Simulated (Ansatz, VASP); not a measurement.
**One calculation of Ti, two programs**

Contents of INCAR:

```
ALGO = Fast
EDIFF = 1E-6
ENCUT = 520
GGA = PS
ISIF = 2
ISMEAR = 0
LASPH = T
LCHARG = F
LREAL = F
LWAVE = F
NBANDS = 12
NELM = 60
PREC = Accurate
SIGMA = 0.15
```

File KPOINTS:

```
k-points
0
Gamma
  20 20 20
```

File POSCAR:

```
Ti
1.0
    0.0000000000      2.1315000000      2.1315000000
    2.1315000000      0.0000000000      2.1315000000
    2.1315000000      2.1315000000      0.0000000000
Ti
1
Direct
    0.0000000000      0.0000000000      0.0000000000
```

Input for Ansatz:

```yaml
crystal:
  lattice:
    - [0.0, 2.1315, 2.1315]
    - [2.1315, 0.0, 2.1315]
    - [2.1315, 2.1315, 0.0]
  atoms:
    - { symbol: Ti, position: [0.0, 0.0, 0.0] }
basis:
  ecutwfc: 420
kpoints:
  mp_grid: { grid: [20, 20, 20] }
hamiltonian:
  xc: pbesol
scf:
  occupations: { method: gaussian, width: 0.15 }
output:
  forces: true
  stress: true
  eigenvalues: true
```

Change from the starting cell: strain +0.050 along x and y, +0.050 along z, atoms carried along.

Alike in both runs: task single point; functional PBEsol; k mesh 20 × 20 × 20; occupations gaussian, width 0.15 eV; no spin polarisation.

```csv
,VASP,Ansatz
version,VASP 6.6.1,Ansatz 0.2.0
potentials or method,"VASP PAW PBE potentials, release 64 (Ti_sv), cutoff 520 eV","scalar-relativistic, plane waves, PAW"
valence electrons in the cell,12,12
```

VASP gave:

```
gap on the k mesh at the Fermi level (eV) : none
pressure (GPa)                            : -13.2
```

Task: Estimate Ansatz's values.

Result: gap on the k mesh at the Fermi level (eV): none; pressure (GPa): -13.1.

VASP's potentials were made for PBE, not for PBEsol. A gap of «none» marks a metal or a gap that the smearing closes. With one functional, cell and mesh, what is left measures potentials, basis and numerics.
